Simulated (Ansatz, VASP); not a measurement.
## Two plane-wave programs on CuO

INCAR

```
PREC = Accurate ; ENCUT = 520
EDIFF = 1E-7 ; ISMEAR = -1
SIGMA = 0.05 ; LREAL = F
LASPH = T ; NELM = 100
ALGO = Normal ; ISIF = 2
LWAVE = F ; LCHARG = F
GGA = RP ; NBANDS = 16
```

File KPOINTS:

```
Automatic mesh
0
Gamma
  11 11 11
```

The input POSCAR:

```
CuO
1.0
    0.0000000000      2.1023544713      2.1023544713
    2.1023544713      0.0000000000      2.1023544713
    2.1023544713      2.1023544713      0.0000000000
Cu O
1 1
Direct
    0.0294977200      0.0281008700      0.9080259900
    0.4705022800      0.4718991300      0.5919740100
```

The input input.yaml:

```yaml
crystal:
  lattice:
    - [0.0, 2.1023544713, 2.1023544713]
    - [2.1023544713, 0.0, 2.1023544713]
    - [2.1023544713, 2.1023544713, 0.0]
  atoms:
    - { symbol: Cu, position: [0.02949772, 0.02810087, 0.90802599] }
    - { symbol: O, position: [0.47050228, 0.47189913, 0.59197401] }
hamiltonian:
  xc: rpbe
  pseudopotentials: { kind: paw }
kpoints:
  mp_grid: { grid: [11, 11, 11] }
scf:
  occupations: { method: fermi_dirac, width: 0.05 }
output:
  forces: true
  stress: true
  eigenvalues: true
```

Alike in both runs: task single point; functional RPBE; k mesh 11 × 11 × 11; occupations fermi-dirac, width 0.05 eV; no spin polarisation.

|  | VASP | Ansatz |
| --- | --- | --- |
| version | VASP 6.6.1 | Ansatz 0.2.0 |
| potentials or method | VASP PAW PBE potentials, release 64 (Cu, O) | Ansatz PAW |
| plane-wave cutoff (eV) | 520 | 420 |
| valence electrons in the cell | 17 | 25 |

```tsv
	VASP	Ansatz	Ansatz less VASP
gap on the k mesh at the Fermi level (eV)	none	none	-
rms of the force components (eV/Å)	0.742	0.686	-0.0555
```

VASP's potentials were made for PBE, not for RPBE. Atom by atom the forces differ by 0.056 eV/Å (rms over components). A gap of «none» marks a metal or a gap that the smearing closes. With one functional, cell and mesh, what is left measures potentials, basis and numerics. VASP's potentials hold 17 valence electrons a cell and Ansatz's 25, so a difference there can come from the potentials and not from the codes.
